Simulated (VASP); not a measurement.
Here is a VASP 6.6.1 calculation.

The input INCAR:

```
  ALGO = Normal
  EDIFF = 1E-7
  ENCUT = 520
  GGA = PE
  ISIF = 2
  ISMEAR = -1
  LASPH = True
  LCHARG = True
  LELF = True
  LREAL = Auto
  LVHAR = True
  LWAVE = False
  NBANDS = 130
  NELECT = 200.0
  NELM = 100
  PREC = Accurate
  SIGMA = 0.01
```

Contents of KPOINTS:

```
k-points
0
Gamma
  3 4 2
```

Contents of POSCAR:

```
ZrAl23N24
1.0
    9.3390000000      0.0000000000      0.0000000000
   -3.1130000000      5.3918741640      0.0000000000
    0.0000000000      0.0000000000      9.9620000000
Zr Al N
1 23 24
Direct
    0.1097176750      0.3325607633     -0.0063971020
    0.1109153435      0.3332775944      0.5019038110
    0.1114584872      0.8336106005      0.0010842277
    0.1093507122      0.8319355456      0.4995001707
    0.4486722988      0.3325608508      0.0005611305
    0.4462394017      0.3345185800      0.4991777605
    0.4514015936      0.8426829880     -0.0000638018
    0.4468442294      0.8352959137      0.4994909649
    0.7739314669      0.3350339837      0.0004400627
    0.7770132130      0.3348193607      0.4992769681
    0.7708583006      0.8233327827     -0.0000512965
    0.7765555529      0.8302330863      0.4995928155
    0.2245220653      0.1649085860      0.2553711414
    0.2251315085      0.1634381694      0.7428290185
    0.2249360248      0.6721601272      0.2551920289
    0.2257371373      0.6748890101      0.7429995530
    0.5559774022      0.1670738723      0.2501469376
    0.5565611071      0.1683859713      0.7485712266
    0.5551899853      0.6662946272      0.2499434754
    0.5547997511      0.6652358617      0.7488062035
    0.8846487469      0.1631051490      0.2552128670
    0.8822522867      0.1615292729      0.7429041368
    0.8886571829      0.6667060753      0.2499289513
    0.8885822047      0.6664243556      0.7488634384
    0.1109077444      0.3331668596      0.2008290184
    0.1106572868      0.3331997907      0.6974141184
    0.1120949681      0.8340235690      0.1912487240
    0.1092083296      0.8318203982      0.6888450981
    0.4437468856      0.3325846514      0.1907295081
    0.4460078072      0.3341009691      0.6890504605
    0.4442071263      0.8333807597      0.1903083347
    0.4472283949      0.8358994847      0.6896456839
    0.7786347018      0.3333590868      0.1905451573
    0.7772661681      0.3356112603      0.6892000492
    0.7778608060      0.8338251132      0.1901611102
    0.7762249129      0.8293395303      0.6898288903
    0.2224141972      0.1666820427      0.4443792975
    0.2311587605      0.1563410329      0.9344615525
    0.2228636728      0.6672797230      0.4444129204
    0.2325633568      0.6917804551      0.9346374965
    0.5558139587      0.1669493403      0.4396414775
    0.5577163255      0.1705416838      0.9395467129
    0.5554851007      0.6665231682      0.4396846633
    0.5513650503      0.6616038179      0.9403441551
    0.8882965083      0.1659483466      0.4446038089
    0.8690772399      0.1509846892      0.9344823979
    0.8887473029      0.6667236847      0.4395096046
    0.8904997170      0.6683174147      0.9412050700
```

Potentials or basis: VASP PAW PBE potentials, release 64 (Zr_sv, Al, N).

The run is started by

```sh
$ cat potpaw_PBE.64/Zr_sv/POTCAR potpaw_PBE.64/Al/POTCAR potpaw_PBE.64/N/POTCAR > POTCAR
$ mpirun -np 1 vasp_std > vasp.out
```

Task: Estimate the largest force.

Result: 0.035 eV/Å.

Forces in eV/Å, atoms in the order of the input:
```
Zr  -0.002  0.000  0.010
Al   0.000  0.002  0.003
Al   0.001  0.004  0.001
Al  -0.001  0.004  0.001
Al   0.000 -0.002 -0.002
Al   0.001 -0.001  0.002
Al   0.000  0.001 -0.001
Al  -0.001 -0.003  0.001
Al   0.002 -0.004 -0.003
Al   0.001 -0.002  0.002
Al   0.000  0.000  0.000
Al  -0.002 -0.001  0.001
Al  -0.007 -0.001  0.000
Al  -0.004 -0.002  0.002
Al   0.001  0.003  0.003
Al   0.001 -0.001  0.005
Al   0.000 -0.001  0.001
Al  -0.003  0.000  0.004
Al  -0.001 -0.001  0.001
Al  -0.001  0.001  0.003
Al   0.002 -0.002 -0.003
Al  -0.002 -0.001  0.001
Al   0.002 -0.001  0.001
Al   0.002 -0.001  0.001
N    0.001  0.000  0.027
N    0.001  0.000 -0.009
N    0.000  0.000 -0.001
N    0.000  0.000  0.000
N    0.001  0.001 -0.002
N    0.000  0.001 -0.001
N    0.001  0.000 -0.001
N    0.001  0.000 -0.002
N    0.000  0.001 -0.001
N    0.000  0.001 -0.001
N    0.000  0.000  0.000
N    0.001  0.000 -0.001
N    0.002 -0.001 -0.001
N    0.030 -0.015 -0.010
N    0.000  0.002 -0.001
N    0.002  0.032 -0.010
N    0.001  0.001 -0.001
N    0.001  0.000 -0.002
N    0.001  0.001 -0.001
N    0.000  0.000 -0.002
N   -0.001  0.000 -0.002
N   -0.027 -0.015 -0.010
N    0.000  0.000  0.000
N    0.000  0.000 -0.002
```

Caveat: the cell carries a net charge on a neutralising background, which shifts energy and pressure.
